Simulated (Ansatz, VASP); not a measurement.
Pd in VASP and in Ansatz

POSCAR

```
Pd
1.0
    4.4682581439      0.0000000000      0.0000000000
   -2.2341290720      3.8696250633      0.0000000000
    0.0000000000      0.0000000000      2.6486282994
Pd
3
Direct
    0.0000000000      0.0000000000      1.0000000000
    0.3333333333      0.6666666667      0.5000000000
    0.6666666667      0.3333333333      0.5000000000
```

File INCAR.step1:

```
SYSTEM = Pd
ALGO     = Normal         ! electronic algorithm
EDIFF    = 1E-4           ! SCF threshold, eV
ENCUT    = 520            ! plane-wave cutoff, eV
GGA      = PE             ! functional
ISMEAR   = -1             ! smearing method
ISPIN    = 2              ! spin polarisation
LASPH    = .True.         ! aspherical terms in the spheres
LCHARG   = .False.        ! write CHGCAR
LMAXMIX  = 4              ! l up to which the mixer works
LREAL    = .False.        ! projectors in reciprocal space
LWAVE    = .True.         ! write WAVECAR
MAGMOM   = 0.291 0.241 0.241 ! initial moments
NBANDS   = 26             ! bands
NELM     = 150            ! most SCF steps
PREC     = Accurate       ! precision mode
SIGMA    = 0.05           ! smearing width, eV
```

INCAR.step2

```
SYSTEM = Pd
ALGO     = Normal         ! electronic algorithm
EDIFF    = 1E-6           ! SCF threshold, eV
ENCUT    = 520            ! plane-wave cutoff, eV
ISIF     = 2              ! what is computed and relaxed
ISMEAR   = -1             ! smearing method
ISPIN    = 2              ! spin polarisation
ISTART   = 1            
LASPH    = .True.         ! aspherical terms in the spheres
LCHARG   = .False.        ! write CHGCAR
LMAXMIX  = 4              ! l up to which the mixer works
LMIXTAU  = .True.       
LORBIT   = 11             ! projections on sites
LREAL    = .False.        ! projectors in reciprocal space
LWAVE    = .False.        ! write WAVECAR
MAGMOM   = 0.291 0.241 0.241 ! initial moments
METAGGA  = R2SCAN         ! meta-GGA
NBANDS   = 26             ! bands
NELM     = 150            ! most SCF steps
PREC     = Accurate       ! precision mode
SIGMA    = 0.05           ! smearing width, eV
```

Contents of KPOINTS:

```
k-points
0
Gamma
  9 9 13
  0 0 0
```

Input for Ansatz:

```yaml
crystal:
  lattice:
    - [4.4682581439, 0.0, 0.0]
    - [-2.234129072, 3.8696250633, 0.0]
    - [0.0, 0.0, 2.6486282994]
  atoms:
    - { symbol: Pd, position: [0.0, 0.0, 1.0], spin: 0.291 }
    - { symbol: Pd, position: [0.3333333333, 0.6666666667, 0.5], spin: 0.241 }
    - { symbol: Pd, position: [0.6666666667, 0.3333333333, 0.5], spin: 0.241 }
hamiltonian:
  xc: r2scan
  pseudopotentials:
    kind: paw
    azcp:
      Pd: "pseudopotentials/Pd.paw.azcp"
basis:
  ecutwfc: 500
  fft_grid_basis: typed
kpoints:
  mp_grid: { grid: [9, 9, 13], shift: [0, 0, 0] }
magnetization:
  spin_polarized: true
scf:
  occupations: { method: fermi_dirac, width: 0.05 }
  lower_state_search: "off"
output:
  stress: true
```

Alike in both runs: task single point; functional r2SCAN; k mesh 9 × 9 × 13; occupations fermi-dirac, width 0.05 eV; collinear spin.

```csv
,VASP,Ansatz
version,VASP 6.6.1,Ansatz 0.2.0
potentials or method,"VASP PAW PBE potentials, release 64 (Pd), cutoff 520 eV","plane waves (500 eV) with PAW, scalar-relativistic"
valence electrons in the cell,30,54
```

VASP gave:

| Property | Result |
| --- | --- |
| pressure (GPa) | 0.9 |
| traceless stress, the component that is largest in VASP (GPa) | 0.69 |
| net moment per atom (μB) | 0.27 |
| size of the moment on the site where the two differ most (μB) | 0.28 |

Q: Estimate Ansatz's values.

A: Pressure (GPa): 0.3; traceless stress, the component that is largest in VASP (GPa): 0.52; net moment per atom (μB): 0.27; size of the moment on the site where the two differ most (μB): 0.29.

VASP's potentials were made for PBE, not for r2SCAN. Site moments also hang on the region over which each program counts them. VASP's potentials hold 30 valence electrons a cell and Ansatz's 54, so a difference there can come from the potentials and not from the codes. Ansatz's warnings: stability check not made.
